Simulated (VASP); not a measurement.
A run of VASP 6.6.1 is set up as follows.

Contents of INCAR:

```
SYSTEM = Nb
PREC = Accurate ; ENCUT = 520
EDIFF = 1E-6 ; ISMEAR = -1
SIGMA = 0.1 ; LREAL = .False.
LASPH = .True. ; NELM = 60
ALGO = Normal ; ISIF = 2
LWAVE = .False. ; LCHARG = .False.
GGA = PS ; NBANDS = 12
```

KPOINTS

```
Automatic mesh
0
Gamma
  14 14 14
  0 0 0
```

Contents of POSCAR:

```
Nb
1.0
    2.5904940793      0.0000000000      0.0000000000
    0.0000000000      2.5904940793      0.0000000000
    0.0000000000      0.0000000000      2.5904940793
Nb
1
Direct
    0.0000000000      0.0000000000      0.0000000000
```

Potentials or basis: VASP PAW PBE potentials, release 64 (Nb_sv).

Run with:

```console
$ cat potpaw_PBE.64/Nb_sv/POTCAR > POTCAR
$ mpirun -np 1 vasp_std > vasp.out
```

Estimate the pressure.

18.1 GPa.

Caveat: the PAW data sets were made with another functional, which shifts forces and pressure a little.
